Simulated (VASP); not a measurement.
Wanted: the native input for a VASP 6.6.1 run.

```
Task                   : relaxation of the atoms
Functional             : PBEsol
Potentials or basis    : VASP PAW PBE potentials, release 64 (K_sv, F)
Cutoff                 : 520 eV
k mesh                 : 8 × 8 × 8
Occupations            : gaussian, width 0.01 eV
Spin                   : no spin polarisation
Dipole correction      : no
Further INCAR settings : ALGO = Normal; EDIFF = 1e-06; IBRION = 2; EDIFFG = -0.002; NSW = 50
```

The structure of KF lies in POSCAR:

```
KF
1.0
    0.0132709311      2.6608216891      2.6608216891
    2.6608216891      0.0132709311      2.6608216891
    2.6608216891      2.6608216891      0.0132709311
K F
1 1
Direct
    0.0000000000      0.0000000000      0.0000000000
    0.5000000000      0.5000000000      0.5000000000
```

This cell differs from its parent crystal: equal xy, yz and zx engineering shears of +0.5 %.

These files were run (other wordings do the same):

INCAR

```
PREC = Accurate
ENCUT = 520
EDIFF = 1E-6
ISMEAR = 0
SIGMA = 0.01
LREAL = False
LASPH = True
NELM = 100
ALGO = Normal
ISIF = 2
LWAVE = False
LCHARG = False
GGA = PS
IBRION = 2
NSW = 50
EDIFFG = -0.002
```

KPOINTS

```
regular mesh
0
Gamma
  8 8 8
```

Potentials or basis: VASP PAW PBE potentials, release 64 (K_sv, F).

Launch:

```console
$ cat potpaw_PBE.64/K_sv/POTCAR potpaw_PBE.64/F/POTCAR > POTCAR
$ mpirun -np 1 vasp_std > vasp.out
```

Results of the run:

```
Pressure after relaxing : 0.0 GPa
Band gap on the k mesh  : 6.13 eV
```

Caveat: the cell differs from its parent crystal (equal xy, yz and zx engineering shears of +0.5 %); the relaxation stopped at its first step, so nothing moved; the PAW data sets were made with another functional, which shifts forces and pressure a little.

Wall time 22 s on 1 thread of Intel(R) Xeon(R) Platinum 8488C (Sapphire Rapids) (shared host), peak memory 0.17 GiB.
